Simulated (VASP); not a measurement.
# SnO (P4/nmm) in VASP: a series of runs

The runs below take SnO through electric field gradients, with PBEsol.

All numbers are computed with VASP 6.6.1; they aren't measurements. Logs are shortened: lines on timing, memory, paths and dates and some standing lists are left out, and cuts for length are marked.

### Step 1. The cell of the first run

It takes space group P4/nmm (No. 129, tetragonal). Conventional cell: a = 3.840 Å, b = 3.840 Å, c = 4.836 Å, α = 90.00°, β = 90.00°, γ = 90.00°. Sn (site symmetry 4mm) has 4 O at 2.24 Å within 3.0 Å. Within 3.0 Å of O (site symmetry -4m2) lie 4 Sn at 2.24 Å and 4 O at 2.72 Å.

### Step 2. Electric field gradients, PBEsol (equal xx and yy strain of +1 %)

INCAR reads:

```
SYSTEM = SnO
PREC = Accurate
ENCUT = 520
EDIFF = 1E-8
ISMEAR = -1
SIGMA = 0.01
LREAL = .False.
LASPH = .True.
NELM = 100
ALGO = Normal
ISIF = 2
LWAVE = .False.
LCHARG = .False.
GGA = PS
LEFG = .True.
NBANDS = 28
```

KPOINTS reads:

```
Automatic mesh
0
Gamma
  8 8 6
  0 0 0
```

POSCAR reads:

```
SnO
1.0
    3.8400200000      0.0000000000      0.0000000000
    0.0000000000      3.8400200000      0.0000000000
    0.0000000000      0.0000000000      4.8360000000
Sn O
2 2
Direct
    0.0000000000      0.5000000000      0.2385000000
    0.5000000000      0.0000000000      0.7615000000
    0.0000000000      0.0000000000      0.0000000000
    0.5000000000      0.5000000000      0.0000000000
```

Potentials or basis: VASP PAW PBE potentials, release 64 (Sn_d, O).

The run is started by

```
$ cat potpaw_PBE.64/Sn_d/POTCAR potpaw_PBE.64/O/POTCAR > POTCAR
$ mpirun -np 1 vasp_std > vasp.out
```

OUTCAR:

```text
SYSTEM = SnO
   PREC = Accurate
   ENCUT = 520
   EDIFF = 1E-8
   ISMEAR = -1
   LREAL = .False.
   LASPH = .True.
   NELM = 100
   ISIF = 2
   GGA = PS

 ion  position               nearest neighbor table
   1  0.000  0.500  0.239-   3 2.24   4 2.24   3 2.24   4 2.24   2 3.56   2 3.56   2 3.56   2 3.56
                             2 3.71   2 3.71   2 3.71   2 3.71
   2  0.500  0.000  0.761-   3 2.24   4 2.24   4 2.24   3 2.24   1 3.56   1 3.56   1 3.56   1 3.56
                             1 3.71   1 3.71   1 3.71   1 3.71
   3  0.000  0.000  0.000-   1 2.24   2 2.24   1 2.24   2 2.24
   4  0.500  0.500  0.000-   1 2.24   2 2.24   2 2.24   1 2.24

  LATTYP: Found a simple tetragonal cell.
 ALAT       =     3.8400200000
 C/A-ratio  =     1.2593684408

  Lattice vectors:

 A1 = (   3.8400200000,   0.0000000000,   0.0000000000)
 A2 = (   0.0000000000,   3.8400200000,   0.0000000000)
 A3 = (   0.0000000000,   0.0000000000,   4.8360000000)

Analysis of symmetry for initial positions (statically):
=====================================================================
 Subroutine PRICEL returns:
 Original cell was already a primitive cell.

 Routine SETGRP: Setting up the symmetry group for a
 simple tetragonal supercell.

 Subroutine GETGRP returns: Found 16 space group operations
 (whereof  8 operations were pure point group operations)
 out of a pool of 16 trial point group operations.

The static configuration has the point symmetry D_2d.
 The point group associated with its full space group is D_4h.

Analysis of symmetry for dynamics (positions and initial velocities):
=====================================================================
 Subroutine PRICEL returns:
 Original cell was already a primitive cell.

 Routine SETGRP: Setting up the symmetry group for a
 simple tetragonal supercell.

 Subroutine GETGRP returns: Found 16 space group operations
 (whereof  8 operations were pure point group operations)
 out of a pool of 16 trial point group operations.

The dynamic configuration has the point symmetry D_2d.
 The point group associated with its full space group is D_4h.

 Subroutine INISYM returns: Found 16 space group operations
[... 144 lines left out ...]
  ---------------------------------------------------
  free energy    TOTEN  =       -24.20540686 eV

  energy without entropy =      -24.20540185  energy(sigma->0) =      -24.20540435

 E-fermi :   6.7687     XC(G=0): -10.3994

 val. band max:        6.7025145924   @ k =   0.1250   0.0000   0.0000
 cond. band min:       6.8257862269   @ k =   0.5000   0.5000   0.0000
 fundamental gap:      0.1232716345
 Fermi energy:         6.7686977823

 k-point     1 :       0.0000    0.0000    0.0000
  band No.  band energies     occupation
      1     -15.0648      2.00000
      2     -14.6583      2.00000
      3     -14.6583      2.00000
      4     -14.6509      2.00000
      5     -14.6140      2.00000
      6     -14.6082      2.00000
[... 733 lines left out ...]
     27      15.2308      0.00000
     28      15.2308      0.00000

 [... further k-points ...]

------------------------ aborting loop because EDIFF is reached ----------------------------------------

  FORCE on cell =-STRESS in cart. coord.  units (eV):
  Direction    XX          YY          ZZ          XY          YZ          ZX
  --------------------------------------------------------------------------------------
  -------------------------------------------------------------------------------------
  Total       -0.8974434     -0.8974434     -0.5841279      0.0000000      0.0000000      0.0000000
  in kB      -20.1634293    -20.1634293    -13.1239705      0.0000000      0.0000000      0.0000000
  external PRESSURE =     -17.8169431 kB  Pullay stress =       0.0000000 kB

 VOLUME and BASIS-vectors are now :
 -----------------------------------------------------------------------------
  energy-cutoff  :      520.00
  volume of cell :       71.31
      direct lattice vectors                 reciprocal lattice vectors
     3.840020000  0.000000000  0.000000000     0.260415310  0.000000000  0.000000000
     0.000000000  3.840020000  0.000000000     0.000000000  0.260415310  0.000000000
     0.000000000  0.000000000  4.836000000     0.000000000  0.000000000  0.206782465

 POSITION                                       TOTAL-FORCE (eV/Angst)
 -----------------------------------------------------------------------------------
      0.00000      1.92001      1.15339        -0.000000      0.000000     -0.087381
      1.92001      0.00000      3.68261        -0.000000      0.000000      0.087381
      0.00000      0.00000      0.00000        -0.000000      0.000000      0.000000
      1.92001      1.92001      0.00000         0.000000     -0.000000      0.000000
 -----------------------------------------------------------------------------------
    total drift:                                0.000000      0.000000     -0.000000

  FREE ENERGIE OF THE ION-ELECTRON SYSTEM (eV)
  ---------------------------------------------------
  free  energy   TOTEN  =       -24.2054068569 eV

  energy  without entropy=      -24.2054018456  energy(sigma->0) =      -24.20540435

 Electric field gradients (V/A^2)
---------------------------------------------------------------------
 ion       V_xx      V_yy      V_zz      V_xy      V_xz      V_yz
---------------------------------------------------------------------
   1      78.039    78.039  -156.079     0.000    -0.000     0.000
   2      78.039    78.039  -156.079    -0.000     0.000     0.000
   3       0.401     0.401    -0.802    -0.000     0.000     0.000
   4       0.401     0.401    -0.802    -0.000    -0.000    -0.000
---------------------------------------------------------------------

 Electric field gradients after diagonalization (V/A^2)
 (convention: |V_zz| > |V_xx| > |V_yy|)
----------------------------------------------------------------------
 ion       V_xx      V_yy      V_zz     asymmetry (V_yy - V_xx)/ V_zz
----------------------------------------------------------------------
   1      78.039    78.039  -156.079       0.000
   2      78.039    78.039  -156.079       0.000
   3       0.401     0.401    -0.802       0.000
   4       0.401     0.401    -0.802       0.000
----------------------------------------------------------------------

           NMR quadrupolar parameters

 Cq : quadrupolar parameter    Cq=e*Q*V_zz/h
 eta: asymmetry parameters     (V_yy - V_xx)/ V_zz
 Q  : nuclear electric quadrupole moment in mb (millibarn)
----------------------------------------------------------------------
 ion       Cq(MHz)       eta       Q (mb)
----------------------------------------------------------------------
   1      -0.377       0.000       1.000
   2      -0.377       0.000       1.000
   3      -0.002       0.000       1.000
   4      -0.002       0.000       1.000
----------------------------------------------------------------------
```

stdout:

```text
POSCAR found type information on POSCAR SnO
 POSCAR found :  2 types and       4 ions
 scaLAPACK will be used
 -----------------------------------------------------------------------------
|                                                                             |
|                                                                             |
|     You enforced a specific xc type in the INCAR file but a different       |
|     I HOPE YOU KNOW WHAT YOU ARE DOING!                                     |
|                                                                             |
 -----------------------------------------------------------------------------

 LDA part: xc-table for (Slater+PW92), standard interpolation
 POSCAR, INCAR and KPOINTS ok, starting setup
 FFT: planning ... GRIDC
 FFT: planning ... GRID_SOFT
 FFT: planning ... GRID
 WAVECAR not read
 entering main loop
ion   1

ion   2

ion   3

ion   4
```

Run time: 2.3 min. Hardware: 1 thread of Intel Xeon Platinum 8259CL at 2.50GHz (Skylake/Cascade Lake), shared host; peak memory 0.24 GiB.

Results:

```yaml
Free_energy: -24.2054 eV
Pressure: -1.8 GPa
Largest_force: 0.087 eV/Å
Band_gap_on_the_k_mesh: 0.12 eV (least direct gap 1.91 eV)
Largest_electric_field_gradient_by_atom: Sn -156.1; O -0.8 V/Å²
```

Forces on the atoms (eV/Å):
```
Sn   0.000  0.000 -0.087
Sn   0.000  0.000  0.087
O    0.000  0.000  0.000
O    0.000  0.000  0.000
```

Stress tensor (GPa, compression positive):
```
-2.02  0.00  0.00
 0.00 -2.02  0.00
 0.00  0.00 -1.31
```

Levels at points of the mesh, in eV from the valence-band top:
| k point | band 17 | band 18 | band 19 | band 20 | band 21 | band 22 | band 23 | band 24 |
| --- | --- | --- | --- | --- | --- | --- | --- | --- |
| (0.00, 0.00, 0.00) | -3.31 | -3.04 | -3.04 | 0.00 | 2.03 | 4.38 | 4.67 | 4.67 |
| (0.50, 0.00, 0.00) | -4.69 | -4.69 | -2.57 | -2.57 | 3.19 | 3.19 | 5.86 | 5.86 |
| (0.50, 0.50, 0.00) | -2.37 | -2.37 | -1.79 | -1.79 | 0.12 | 0.12 | 4.47 | 4.47 |
| (0.00, 0.00, 0.50) | -3.12 | -3.05 | -3.05 | -2.03 | 1.59 | 2.95 | 2.95 | 3.61 |
| (0.50, 0.00, 0.50) | -4.65 | -4.65 | -1.61 | -1.61 | 2.60 | 2.60 | 5.37 | 5.37 |
| (0.50, 0.50, 0.50) | -2.61 | -2.61 | -2.37 | -2.37 | 2.42 | 2.42 | 4.04 | 4.04 |

Electric field gradients, principal values (V/Å²):
```
atom   least  middle  greatest (by size)
1 Sn  78.039  78.039            -156.079
2 Sn  78.039  78.039            -156.079
 3 O   0.401   0.401              -0.802
 4 O   0.401   0.401              -0.802
```

Caveat: the cell differs from its parent crystal (equal xx and yy strain of +1 %); semilocal functionals underestimate gaps, and a narrow one can read as zero; without QUAD_EFG the Cq values of the log hold for a quadrupole moment of 1 mb, not for the nuclei; the PAW data sets were made with another functional, which shifts forces and pressure a little; spin-orbit coupling is left out, which moves the levels of the heavy elements.

### Step 3. Electric field gradients, PBEsol (equal xx and yy strain of +1 %)

INCAR reads:

```
ALGO = Normal
EDIFF = 1E-8
ENCUT = 520
GGA = PS
ISIF = 2
ISMEAR = -1
LASPH = T
LCHARG = F
LEFG = T
LREAL = F
LWAVE = F
NBANDS = 28
NELM = 60
PREC = Accurate
SIGMA = 0.01
```

KPOINTS reads:

```
k-points
0
Gamma
  8 8 6
```

POSCAR is that of step 2.

Potentials or basis: VASP PAW PBE potentials, release 64 (Sn_d, O).

The run is started by

```
$ cat potpaw_PBE.64/Sn_d/POTCAR potpaw_PBE.64/O/POTCAR > POTCAR
$ mpirun -np 1 vasp_std > vasp.out
```

OUTCAR:

```text
EDIFF = 1E-8
   ENCUT = 520
   GGA = PS
   ISIF = 2
   ISMEAR = -1
   LASPH = T
   LREAL = F
   NELM = 60
   PREC = Accurate

 ion  position               nearest neighbor table
   1  0.000  0.500  0.239-   3 2.24   4 2.24   3 2.24   4 2.24   2 3.56   2 3.56   2 3.56   2 3.56
                             2 3.71   2 3.71   2 3.71   2 3.71
   2  0.500  0.000  0.761-   3 2.24   4 2.24   4 2.24   3 2.24   1 3.56   1 3.56   1 3.56   1 3.56
                             1 3.71   1 3.71   1 3.71   1 3.71
   3  0.000  0.000  0.000-   1 2.24   2 2.24   1 2.24   2 2.24
   4  0.500  0.500  0.000-   1 2.24   2 2.24   2 2.24   1 2.24

  LATTYP: Found a simple tetragonal cell.
 ALAT       =     3.8400200000
 C/A-ratio  =     1.2593684408

  Lattice vectors:

 A1 = (   3.8400200000,   0.0000000000,   0.0000000000)
 A2 = (   0.0000000000,   3.8400200000,   0.0000000000)
 A3 = (   0.0000000000,   0.0000000000,   4.8360000000)

Analysis of symmetry for initial positions (statically):
=====================================================================
 Subroutine PRICEL returns:
 Original cell was already a primitive cell.

 Routine SETGRP: Setting up the symmetry group for a
 simple tetragonal supercell.
[... 949 lines left out ...]
      0.00000      0.00000      0.00000        -0.000000      0.000000      0.000000
      1.92001      1.92001      0.00000         0.000000     -0.000000      0.000000
 -----------------------------------------------------------------------------------
    total drift:                                0.000000      0.000000     -0.000000

  FREE ENERGIE OF THE ION-ELECTRON SYSTEM (eV)
  ---------------------------------------------------
  free  energy   TOTEN  =       -24.2054068569 eV

  energy  without entropy=      -24.2054018456  energy(sigma->0) =      -24.20540435

 Electric field gradients (V/A^2)
---------------------------------------------------------------------
 ion       V_xx      V_yy      V_zz      V_xy      V_xz      V_yz
---------------------------------------------------------------------
   1      78.039    78.039  -156.079     0.000    -0.000     0.000
   2      78.039    78.039  -156.079    -0.000     0.000     0.000
   3       0.401     0.401    -0.802    -0.000     0.000     0.000
   4       0.401     0.401    -0.802    -0.000    -0.000    -0.000
---------------------------------------------------------------------

 Electric field gradients after diagonalization (V/A^2)
 (convention: |V_zz| > |V_xx| > |V_yy|)
----------------------------------------------------------------------
 ion       V_xx      V_yy      V_zz     asymmetry (V_yy - V_xx)/ V_zz
----------------------------------------------------------------------
   1      78.039    78.039  -156.079       0.000
   2      78.039    78.039  -156.079       0.000
   3       0.401     0.401    -0.802       0.000
   4       0.401     0.401    -0.802       0.000
----------------------------------------------------------------------

           NMR quadrupolar parameters

 Cq : quadrupolar parameter    Cq=e*Q*V_zz/h
 eta: asymmetry parameters     (V_yy - V_xx)/ V_zz
 Q  : nuclear electric quadrupole moment in mb (millibarn)
----------------------------------------------------------------------
 ion       Cq(MHz)       eta       Q (mb)
----------------------------------------------------------------------
   1      -0.377       0.000       1.000
   2      -0.377       0.000       1.000
   3      -0.002       0.000       1.000
   4      -0.002       0.000       1.000
----------------------------------------------------------------------
```

stdout:

```text
POSCAR found type information on POSCAR SnO
 POSCAR found :  2 types and       4 ions
 scaLAPACK will be used
 -----------------------------------------------------------------------------
|                                                                             |
|                                                                             |
|     You enforced a specific xc type in the INCAR file but a different       |
|     I HOPE YOU KNOW WHAT YOU ARE DOING!                                     |
|                                                                             |
 -----------------------------------------------------------------------------

 LDA part: xc-table for (Slater+PW92), standard interpolation
 POSCAR, INCAR and KPOINTS ok, starting setup
 FFT: planning ... GRIDC
 FFT: planning ... GRID_SOFT
 FFT: planning ... GRID
 WAVECAR not read
 entering main loop
ion   1

ion   2

ion   3

ion   4
```

Wall time 1.9 min (1 thread of Intel Xeon Platinum 8259CL at 2.50GHz (Skylake/Cascade Lake), shared host); peak memory 0.24 GiB.

Results:

```yaml
Free_energy: -24.2054 eV
Pressure: -1.8 GPa
Largest_force: 0.087 eV/Å
Band_gap_on_the_k_mesh: 0.12 eV (least direct gap 1.91 eV)
Largest_electric_field_gradient_by_atom: Sn -156.1; O -0.8 V/Å²
```

Forces on the atoms (eV/Å):
```
Sn   0.000  0.000 -0.087
Sn   0.000  0.000  0.087
O    0.000  0.000  0.000
O    0.000  0.000  0.000
```

Stress tensor (GPa, compression positive):
```
-2.02  0.00  0.00
 0.00 -2.02  0.00
 0.00  0.00 -1.31
```

Levels at points of the mesh, in eV from the valence-band top:
| k point | band 16 | band 17 | band 18 | band 19 | band 20 | band 21 | band 22 | band 23 | band 24 | band 25 |
| --- | --- | --- | --- | --- | --- | --- | --- | --- | --- | --- |
| (0.00, 0.00, 0.00) | -6.10 | -3.31 | -3.04 | -3.04 | 0.00 | 2.03 | 4.38 | 4.67 | 4.67 | 5.71 |
| (0.50, 0.00, 0.00) | -4.82 | -4.69 | -4.69 | -2.57 | -2.57 | 3.19 | 3.19 | 5.86 | 5.86 | 5.93 |
| (0.50, 0.50, 0.00) | -4.93 | -2.37 | -2.37 | -1.79 | -1.79 | 0.12 | 0.12 | 4.47 | 4.47 | 7.25 |
| (0.00, 0.00, 0.50) | -3.38 | -3.12 | -3.05 | -3.05 | -2.03 | 1.59 | 2.95 | 2.95 | 3.61 | 7.94 |
| (0.50, 0.00, 0.50) | -5.31 | -4.65 | -4.65 | -1.61 | -1.61 | 2.60 | 2.60 | 5.37 | 5.37 | 6.61 |
| (0.50, 0.50, 0.50) | -5.41 | -2.61 | -2.61 | -2.37 | -2.37 | 2.42 | 2.42 | 4.04 | 4.04 | 5.53 |

Electric field gradients, principal values (V/Å²):
| atom | least | middle | greatest (by size) |
| --- | --- | --- | --- |
| 1 Sn | 78.039 | 78.039 | -156.079 |
| 2 Sn | 78.039 | 78.039 | -156.079 |
| 3 O | 0.401 | 0.401 | -0.802 |
| 4 O | 0.401 | 0.401 | -0.802 |

Caveat: the cell differs from its parent crystal (equal xx and yy strain of +1 %); semilocal functionals underestimate gaps, and a narrow one can read as zero; without QUAD_EFG the Cq values of the log hold for a quadrupole moment of 1 mb, not for the nuclei; the PAW data sets were made with another functional, which shifts forces and pressure a little; spin-orbit coupling is left out, which moves the levels of the heavy elements. A k mesh can miss the band edges.

(Continued in part 2 of 2.)

The gap in the log of VASP goes by the Fermi energy; the results here count the filled bands.